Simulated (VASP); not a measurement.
# AlN (P6_3/mmc) in VASP: single point with PBE

Aim: the single point of AlN with PBE.

All numbers are computed with VASP 6.6.1; they aren't measurements. Logs are shortened: lines on timing, memory, paths and dates and some standing lists are left out, and cuts for length are marked.

## (1) The cell of the first run

It takes space group P6_3/mmc (No. 194, hexagonal). The conventional cell has a = 3.312 Å, b = 3.312 Å, c = 4.188 Å, α = 90.00°, β = 90.00°, γ = 120.00°. Within 2.5 Å of Al (site symmetry -6m2) lie 5 N at 1.91 to 2.09 Å. N (site symmetry -6m2) has 5 Al at 1.91 to 2.09 Å within 2.5 Å.

## (2) Single point, PBE

Input file INCAR:

```
SYSTEM = AlN
PREC     = Accurate       ! precision mode
ENCUT    = 520            ! plane-wave cutoff, eV
EDIFF    = 1E-6           ! SCF threshold, eV
ISMEAR   = 0              ! smearing method
SIGMA    = 0.05           ! smearing width, eV
LREAL    = .FALSE.        ! projectors in reciprocal space
LASPH    = .TRUE.         ! aspherical terms in the spheres
NELM     = 60             ! most SCF steps
ALGO     = Normal         ! electronic algorithm
ISIF     = 2              ! what is computed and relaxed
LWAVE    = .FALSE.        ! write WAVECAR
LCHARG   = .FALSE.        ! write CHGCAR
GGA      = PE             ! functional
NBANDS   = 16             ! bands
```

Input file KPOINTS:

```
Automatic mesh
0
G
  9 9 6
  0 0 0
```

Input file POSCAR:

```
AlN
1.0
    3.3121157418      0.0000000000      0.0000000000
   -1.6560578709      2.8683763727      0.0000000000
    0.0000000000      0.0000000000      4.1875630000
Al N
2 2
Direct
    0.3333333333      0.6666666667      0.7500000000
    0.6666666667      0.3333333333      0.2500000000
    0.3333333333      0.6666666667      0.2500000000
    0.6666666667      0.3333333333      0.7500000000
```

Potentials or basis: VASP PAW PBE potentials, release 64 (Al, N).

The run is started by

```console
$ cat potpaw_PBE.64/Al/POTCAR potpaw_PBE.64/N/POTCAR > POTCAR
$ mpirun -np 1 vasp_std > vasp.out
```

OUTCAR:

```text
SYSTEM = AlN
   PREC = Accurate
   ENCUT = 520
   EDIFF = 1E-6
   ISMEAR = 0
   LREAL = .FALSE.
   LASPH = .TRUE.
   NELM = 60
   ISIF = 2
   GGA = PE

 ion  position               nearest neighbor table
   1  0.333  0.667  0.750-   4 1.91   4 1.91   4 1.91   3 2.09   3 2.09   2 2.84   2 2.84   2 2.84
                             2 2.84   2 2.84   2 2.84
   2  0.667  0.333  0.250-   3 1.91   3 1.91   3 1.91   4 2.09   4 2.09   1 2.84   1 2.84   1 2.84
                             1 2.84   1 2.84   1 2.84
   3  0.333  0.667  0.250-   2 1.91   2 1.91   2 1.91   1 2.09   1 2.09
   4  0.667  0.333  0.750-   1 1.91   1 1.91   1 1.91   2 2.09   2 2.09

  LATTYP: Found a hexagonal cell.
 ALAT       =     3.3121157418
 C/A-ratio  =     1.2643166261

  Lattice vectors:

 A1 = (   3.3121157418,   0.0000000000,   0.0000000000)
 A2 = (  -1.6560578709,   2.8683763727,   0.0000000000)
 A3 = (   0.0000000000,   0.0000000000,   4.1875630000)

Analysis of symmetry for initial positions (statically):
=====================================================================
 Subroutine PRICEL returns:
 Original cell was already a primitive cell.

 Routine SETGRP: Setting up the symmetry group for a
 hexagonal supercell.

 Subroutine GETGRP returns: Found 24 space group operations
 (whereof 12 operations were pure point group operations)
 out of a pool of 24 trial point group operations.

The static configuration has the point symmetry D_3d.
 The point group associated with its full space group is D_6h.

Analysis of symmetry for dynamics (positions and initial velocities):
=====================================================================
 Subroutine PRICEL returns:
 Original cell was already a primitive cell.

 Routine SETGRP: Setting up the symmetry group for a
 hexagonal supercell.

 Subroutine GETGRP returns: Found 24 space group operations
 (whereof 12 operations were pure point group operations)
 out of a pool of 24 trial point group operations.

The dynamic configuration has the point symmetry D_3d.
 The point group associated with its full space group is D_6h.

 Subroutine INISYM returns: Found 24 space group operations
 (whereof 12 operations are pure point group operations),
 and found     1 'primitive' translations

----------------------------------------------------------------------------------------

                                     Primitive cell

  volume of cell :      39.7835

  direct lattice vectors                    reciprocal lattice vectors
     3.312115742  0.000000000  0.000000000     0.301921816  0.174314642  0.000000000
    -1.656057871  2.868376373  0.000000000     0.000000000  0.348629284  0.000000000
     0.000000000  0.000000000  4.187563000     0.000000000  0.000000000  0.238802377

  length of vectors
     3.312115742  3.312115742  4.187563000     0.348629284  0.348629284  0.238802377

  position of ions in fractional coordinates (direct lattice)
     0.333333333  0.666666667  0.750000000
     0.666666667  0.333333333  0.250000000
     0.333333333  0.666666667  0.250000000
     0.666666667  0.333333333  0.750000000

  ion indices of the primitive-cell ions
   primitive index   ion index
                 1           1
                 2           2
                 3           3
                 4           4

----------------------------------------------------------------------------------------

 KPOINTS: Automatic mesh

Automatic generation of k-mesh.
 Grid dimensions read from file:
 generate k-points for:    9    9    6

 Generating k-lattice:

  Cartesian coordinates                     Fractional coordinates (reciprocal lattice)
     0.033546868  0.019368294  0.000000000     0.111111111 -0.000000000  0.000000000
     0.000000000  0.038736587  0.000000000     0.000000000  0.111111111  0.000000000
     0.000000000  0.000000000  0.039800396     0.000000000  0.000000000  0.166666667

  Length of vectors
     0.038736587  0.038736587  0.039800396

  Shift w.r.t. Gamma in fractional coordinates (k-lattice)
     0.000000000  0.000000000  0.000000000

 Subroutine IBZKPT returns following result:
 ===========================================

 Found     48 irreducible k-points:

 Following reciprocal coordinates:
            Coordinates               Weight
  0.000000  0.000000  0.000000      1.000000
  0.111111  0.000000  0.000000      6.000000
  0.222222  0.000000  0.000000      6.000000
  0.333333 -0.000000  0.000000      6.000000
  0.444444  0.000000  0.000000      6.000000
  0.111111  0.111111  0.000000      6.000000
[... 16 lines left out ...]
  0.333333  0.222222  0.166667     24.000000
  0.333333  0.333333  0.166667      4.000000
 [... further k-points ...]
   k-points           NKPTS =     48   k-points in BZ     NKDIM =     48   number of bands    NBANDS=     16
   number of dos      NEDOS =    301   number of ions     NIONS =      4
   total plane-waves  NPLWV =  25088
   dimension x,y,z NGX =    28 NGY =   28 NGZ =   32
   dimension x,y,z NGXF=    56 NGYF=   56 NGZF=   64
   ions per type =               2   2
   NGX,Y,Z   is equivalent  to a cutoff of  14.05, 14.05, 12.70 a.u.
   NGXF,Y,Z  is equivalent  to a cutoff of  28.11, 28.11, 25.41 a.u.
 SYSTEM =  AlN
   PREC   = accura    normal or accurate (medium, high low for compatibility)
   ISTART =      0    job   : 0-new  1-cont  2-samecut
   ICHARG =      2    charge: 1-file 2-atom 10-const
   ISPIN  =      1    spin polarized calculation?
   LNONCOLLINEAR =      F non collinear calculations
   LSORBIT =      F    spin-orbit coupling
   LASPH  =      T    aspherical Exc in radial PAW
   ENCUT  =  520.0 eV  38.22 Ry    6.18 a.u.   6.16  6.16  7.79*2*pi/ulx,y,z
   NELM   =     60;   NELMIN=  2; NELMDL= -5     # of ELM steps
   EDIFF  = 0.1E-05   stopping-criterion for ELM
   LREAL  =      F    real-space projection
   EDIFFG = 0.1E-04   stopping-criterion for IOM
   NSW    =      0    number of steps for IOM
   IBRION =     -1    ionic relax: 0-MD 1-quasi-New 2-CG
   NFREE  =      0    steps in history (QN), initial steepest desc. (CG)
   ISIF   =      2    stress and relaxation
   ISYM   =      2    0-nonsym 1-usesym 2-fastsym
   POTIM  = 0.5000    time-step for ionic-motion
   TEBEG  =    0.0;   TEEND  =   0.0 temperature during run
   PSTRESS=    0.0 pullay stress
   NELECT =      16.0000    total number of electrons
   NUPDOWN=      -1.0000    fix difference up-down
   EMIN   =  10.00;   EMAX   =-10.00  energy-range for DOS
   EFERMI =   0.00;   METHOD = LEGACY
   ISMEAR =     0;   SIGMA  =   0.05  broadening in eV -4-tet -1-fermi 0-gaus
   EFERMI_NEDOS =   21; number of points for ismear=-14 and -15
   IALGO  =     38    algorithm
   IMIX   =      4    mixing-type and parameters
     AMIX     =   0.40;   BMIX     =  1.00
     AMIX_MAG =   1.60;   BMIX_MAG =  1.00
  volume/ion in A,a.u.               =       9.95        67.12
  Fermi-wavevector in a.u.,A,eV,Ry     =   1.208409  2.283561 19.867927  1.460251
  Thomas-Fermi vector in A             =   2.344017
   LORBIT       =      0    0 simple, 1 ext, 2 COOP (PROOUT), +10 PAW based schemes
   GGA     = PE    functional components
   LHFCALC =     F    Hartree Fock is set to
   AEXX    =    0.0000 exact exchange contribution
   IVDW    =     0    specifies the selected vdW correction
   LEPSILON=     F    determine dielectric tensor
   LRPA    =     F    only Hartree local field effects (RPA)
 non-spin polarized calculation
 Gauss-broadening in eV      SIGMA  =   0.05
  energy-cutoff  :      520.00
  volume of cell :       39.78
 maximum number of plane-waves:      1090
 NGX is ok and might be reduce to    28
   NGX = 13   NGY = 13   NGZ = 15

 number of electron      15.9999999 magnetization

 Free energy of the ion-electron system (eV)
  ---------------------------------------------------
  ext. energy  EPLUGINS =         0.00000000
  ---------------------------------------------------
  free energy    TOTEN  =       -29.31894970 eV

  energy without entropy =      -29.31894970  energy(sigma->0) =      -29.31894970

 E-fermi :   8.2283     XC(G=0): -11.1609

 val. band max:        7.9495032932   @ k =   0.0000   0.0000   0.0000
 cond. band min:      11.2186226852   @ k =   0.0000   0.0000   0.0000
 fundamental gap:      3.2691193920
 Fermi energy:         8.2282607238

 k-point     1 :       0.0000    0.0000    0.0000
  band No.  band energies     occupation
      1      -8.8337      2.00000
      2      -5.2136      2.00000
      3       1.0875      2.00000
      4       4.6811      2.00000
      5       4.6811      2.00000
      6       6.3411      2.00000
[... 8 lines left out ...]
     15      19.7604      0.00000
     16      19.8941      0.00000

 k-point     2 :       0.1111    0.0000    0.0000
  band No.  band energies     occupation
      1      -8.6939      2.00000
      2      -5.2096      2.00000
      3       1.2389      2.00000
      4       4.1793      2.00000
      5       4.4825      2.00000
      6       5.8463      2.00000
[... 8 lines left out ...]
     15      19.3135      0.00000
     16      19.5348      0.00000

 k-point     3 :       0.2222    0.0000    0.0000
  band No.  band energies     occupation
      1      -8.2924      2.00000
      2      -5.2425      2.00000
      3       1.6801      2.00000
      4       3.0971      2.00000
      5       4.0766      2.00000
      6       4.9415      2.00000
[... 8 lines left out ...]
     15      18.3500      0.00000
     16      20.3445      0.00000

 k-point     4 :       0.3333   -0.0000    0.0000
  band No.  band energies     occupation
      1      -7.6980      2.00000
      2      -5.4192      2.00000
      3       2.1014      2.00000
      4       2.3585      2.00000
      5       3.7080      2.00000
      6       4.1532      2.00000
[... 8 lines left out ...]
     15      19.3181      0.00000
     16      20.7858      0.00000

 k-point     5 :       0.4444    0.0000    0.0000
  band No.  band energies     occupation
      1      -7.1042      2.00000
      2      -5.7498      2.00000
      3       1.5593      2.00000
      4       3.0778      2.00000
      5       3.4998      2.00000
      6       3.6959      2.00000
[... 8 lines left out ...]
     15      20.8946      0.00000
     16      21.1009      0.00000

 k-point     6 :       0.1111    0.1111    0.0000
  band No.  band energies     occupation
      1      -8.4228      2.00000
      2      -5.2236      2.00000
      3       1.5356      2.00000
      4       3.6152      2.00000
      5       3.8377      2.00000
      6       5.4065      2.00000
[... 8 lines left out ...]
     15      18.9921      0.00000
     16      20.1198      0.00000
[... 267 lines left out ...]
 k-point    21 :       0.4444    0.1111    0.1667
  band No.  band energies     occupation
      1      -6.8010      2.00000
      2      -5.8876      2.00000
      3       1.1182      2.00000
      4       2.6742      2.00000
      5       3.0330      2.00000
      6       4.3769      2.00000
[... 8 lines left out ...]
     15      20.0381      0.00000
     16      21.3081      0.00000

 k-point    22 :       0.2222    0.2222    0.1667
  band No.  band energies     occupation
      1      -7.2442      2.00000
      2      -5.6447      2.00000
      3       1.7147      2.00000
      4       2.0733      2.00000
      5       3.7040      2.00000
      6       4.2081      2.00000
[... 8 lines left out ...]
     15      19.8254      0.00000
     16      21.1283      0.00000

 k-point    23 :       0.3333    0.2222    0.1667
  band No.  band energies     occupation
      1      -6.7013      2.00000
      2      -5.9104      2.00000
      3       1.4267      2.00000
      4       2.1853      2.00000
      5       2.9233      2.00000
      6       4.7241      2.00000
[... 8 lines left out ...]
     15      19.6031      0.00000
     16      21.2405      0.00000

 k-point    24 :       0.3333    0.3333    0.1667
  band No.  band energies     occupation
      1      -6.2538      2.00000
      2      -6.2538      2.00000
      3       1.4421      2.00000
      4       2.3933      2.00000
      5       2.3933      2.00000
      6       4.9328      2.00000
[... 8 lines left out ...]
     15      19.1813      0.00000
     16      20.9724      0.00000

 [... further k-points ...]
[... 5 lines left out ...]
  --------------------------------------------------------------------------------------
  -------------------------------------------------------------------------------------
  Total        0.0023754      0.0023754      0.0054701      0.0000000      0.0000000      0.0000000
  in kB        0.0956647      0.0956647      0.2202931      0.0000000      0.0000000      0.0000000
  external PRESSURE =       0.1372075 kB  Pullay stress =       0.0000000 kB

 VOLUME and BASIS-vectors are now :
 -----------------------------------------------------------------------------
  energy-cutoff  :      520.00
  volume of cell :       39.78
      direct lattice vectors                 reciprocal lattice vectors
     3.312115742  0.000000000  0.000000000     0.301921816  0.174314642  0.000000000
    -1.656057871  2.868376373  0.000000000     0.000000000  0.348629284  0.000000000
     0.000000000  0.000000000  4.187563000     0.000000000  0.000000000  0.238802377

 POSITION                                       TOTAL-FORCE (eV/Angst)
 -----------------------------------------------------------------------------------
     -0.00000      1.91225      3.14067        -0.000000     -0.000000      0.000000
      1.65606      0.95613      1.04689         0.000000      0.000000      0.000000
     -0.00000      1.91225      1.04689         0.000000      0.000000      0.000000
      1.65606      0.95613      3.14067        -0.000000     -0.000000      0.000000
 -----------------------------------------------------------------------------------
    total drift:                               -0.000000     -0.000000     -0.000000

  FREE ENERGIE OF THE ION-ELECTRON SYSTEM (eV)
  ---------------------------------------------------
  free  energy   TOTEN  =       -29.3189497037 eV

  energy  without entropy=      -29.3189497037  energy(sigma->0) =      -29.31894970
```

Run time: 27 s. Hardware: 1 thread of Intel Xeon Platinum 8488C (Sapphire Rapids), shared host; peak memory 0.17 GiB.

Results:

- Free energy: -29.3189 eV
- Pressure: 0.0 GPa
- Band gap on the k mesh: 3.27 eV, direct

A hybrid or GW would open this gap; PBE tends to underestimate it.
